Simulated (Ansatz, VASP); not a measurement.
Al2O3 in VASP and in Ansatz

```xyz
5
Lattice="2.8843 0.0000 0.0000 -1.4422 2.4979 0.0000 0.0000 0.0000 9.3368" Properties=species:S:1:pos:R:3 pbc="T T T"
Al    0.0000    0.0000    7.9363
Al    0.0000    0.0000    1.4004
O     0.0000    1.6653    7.2610
O     1.4422    0.8326    0.0000
O     0.0000    1.6653    2.0757
```

Alike in both runs: functional LDA; k mesh 11 × 11 × 3; occupations fermi-dirac, width 0.05 eV; no spin polarisation.

|  | VASP | Ansatz |
| --- | --- | --- |
| version | VASP 6.6.1 | Ansatz 0.2.0 |
| potentials or method | VASP PAW LDA potentials, release 64 (Al, O) | Ansatz PAW |
| plane-wave cutoff (eV) | 520 | 420 |
| valence electrons in the cell | 24 | 24 |
| task | single point | band structure |

```csv
,VASP,Ansatz,Ansatz less VASP
gap on the k mesh at the Fermi level (eV),4.74,4.76,+0.020
least direct gap on the mesh (eV),4.99,5.01,+0.016
pressure (GPa),-6.4,-7.0,-0.58
"traceless stress, the component that is largest in VASP (GPa)",1.40,1.90,+0.504
rms of the force components (eV/Å),0.182,0.192,+0.0100
```

LDA's correlation is that of Perdew and Zunger in VASP and of Perdew and Wang (1992) in Ansatz. Atom by atom the forces differ by 0.010 eV/Å (rms over components).
